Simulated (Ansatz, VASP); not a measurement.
## Two plane-wave programs on V

```
CELL_PARAMETERS angstrom
2.56756 0.00000 0.00000
-1.28378 2.22357 0.00000
0.00000 0.00000 4.66274
ATOMIC_POSITIONS crystal
V 0.33333 0.66667 0.25000
V 0.66667 0.33333 0.75000
```

Alike in both runs: task relaxation of cell and atoms; functional PBEsol; k mesh 18 × 18 × 10; occupations gaussian, width 0.1 eV; no spin polarisation.

```csv
,VASP,Ansatz
version,VASP 6.6.1,Ansatz 0.2.0
potentials or method,"VASP PAW PBE potentials, release 64 (V_sv), cutoff 600 eV","scalar-relativistic, plane waves, PAW"
valence electrons in the cell,26,26
```

Ansatz gave:

| Item | Value |
| --- | --- |
| gap on the k mesh at the Fermi level, each at its own relaxed structure (eV) | none |
| relaxed volume (Å³/atom) | 13.31 |
| relaxed cell length with the largest relative difference (Å) | 4.642 |

**Question.** Which values does VASP return?

**Answer.** gap on the k mesh at the Fermi level, each at its own relaxed structure (eV): none; relaxed volume (Å³/atom): 13.32; relaxed cell length with the largest relative difference (Å): 4.644.

VASP's potentials were made for PBE, not for PBEsol. A gap of «none» marks a metal or a gap that the smearing closes.
